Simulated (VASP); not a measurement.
Wanted: the native input for a VASP 6.6.1 run.

- Task: relaxation of cell and atoms
- Functional: PBEsol
- Potentials or basis: VASP PAW PBE potentials, release 64 (Zn, O)
- Cutoff: 600 eV
- k mesh: 6 × 6 × 6
- Occupations: gaussian, width 0.02 eV
- Spin: no spin polarisation
- Dipole correction: no
- Further INCAR settings: ALGO = Normal; EDIFF = 1e-06; IBRION = 2; EDIFFG = -0.005; NSW = 100; ISIF = 3

The structure of ZnO2 lies in POSCAR:

```
ZnO2
1.0
    4.8700060964      0.0000000000      0.0000000000
    0.0000000000      4.8700060964      0.0000000000
    0.0000000000      0.0000000000      4.8700060964
Zn O
4 8
Direct
    0.0000000000      0.5000000000      0.5000000000
    0.5000000000      0.5000000000      0.0000000000
    0.5000000000      0.0000000000      0.5000000000
    0.0000000000      0.0000000000      0.0000000000
    0.4124254093      0.0875745907      0.9124254093
    0.0875745907      0.9124254093      0.4124254093
    0.9124254093      0.4124254093      0.0875745907
    0.5875745907      0.5875745907      0.5875745907
    0.4124254093      0.4124254093      0.4124254093
    0.0875745907      0.5875745907      0.9124254093
    0.9124254093      0.0875745907      0.5875745907
    0.5875745907      0.9124254093      0.0875745907
```

One way to write it, as run:

INCAR

```
SYSTEM = ZnO2
PREC = Accurate
ENCUT = 600
EDIFF = 1E-6
ISMEAR = 0
SIGMA = 0.02
LREAL = .FALSE.
LASPH = .TRUE.
NELM = 100
ALGO = Normal
ISIF = 3
LWAVE = .FALSE.
LCHARG = .FALSE.
GGA = PS
IBRION = 2
NSW = 100
EDIFFG = -0.005
```

KPOINTS

```
Automatic mesh
0
G
  6 6 6
  0 0 0
```

Potentials or basis: VASP PAW PBE potentials, release 64 (Zn, O).

The run is started by

```bash
$ cat potpaw_PBE.64/Zn/POTCAR potpaw_PBE.64/O/POTCAR > POTCAR
$ mpirun -np 1 vasp_std > vasp.out
```

Results of the run:

| Quantity | Value |
| --- | --- |
| Relaxed volume | 9.66 Å³/atom |
| Relaxed cell | a = 4.876 Å, b = 4.876 Å, c = 4.876 Å, α = 90.00°, β = 90.00°, γ = 90.00° |
| Space group after relaxing (to 0.1 Å) | Pa-3 (No. 205) |
| Energy gained by relaxing | 0.2 meV/atom |
| Ionic steps | 12 |
| Pressure after relaxing | 0.0 GPa |
| Band gap on the k mesh | 2.16 eV (least direct gap 2.31 eV) |

Caveat: the PAW data sets were made with another functional, which shifts forces and pressure a little.

Wall time 13 min on 1 thread of Intel Xeon 8259CL, on a shared host, peak memory 0.3 GiB.
